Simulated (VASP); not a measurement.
Here is a VASP 6.6.1 calculation.

Contents of INCAR:

```
PREC = Accurate
ENCUT = 520
EDIFF = 1E-6
ISMEAR = 0
SIGMA = 0.15
LREAL = F
LASPH = T
NELM = 100
ALGO = Normal
ISIF = 2
LWAVE = F
LCHARG = F
GGA = PE
NBANDS = 16
```

Contents of KPOINTS:

```
regular mesh
0
Gamma
  18 18 6
```

Contents of POSCAR:

```
C
1.0
    1.2332770792     -2.1360444277      0.0000000000
    1.2332770792      2.1360444277      0.0000000000
    0.0000000000      0.0000000000      8.7070252276
C
4
Direct
    0.1832841587      0.8167158413      0.7895379613
    0.4833819495      0.5166180505      0.2104615069
    0.8167158413      0.1832841587      0.2104620387
    0.5166180505      0.4833819495      0.7895384931
```

Potentials or basis: VASP PAW PBE potentials, release 64 (C).

Launch:

```bash
$ cat potpaw_PBE.64/C/POTCAR > POTCAR
$ mpirun -np 1 vasp_std > vasp.out
```

Question: Predict the pressure.

Answer: 0.4 GPa.

Question: What does it give for the largest force?

Answer: 0.023 eV/Å.

Stress tensor (GPa, compression positive):
```
 0.47  0.00  0.00
 0.00  0.51 -0.02
 0.00 -0.02  0.36
```

Caveat: the cell differs from its parent crystal (atoms displaced along a vibrational mode); this functional lacks dispersion, which binds the layers, so the pressure and a relaxed spacing across them are unreliable.
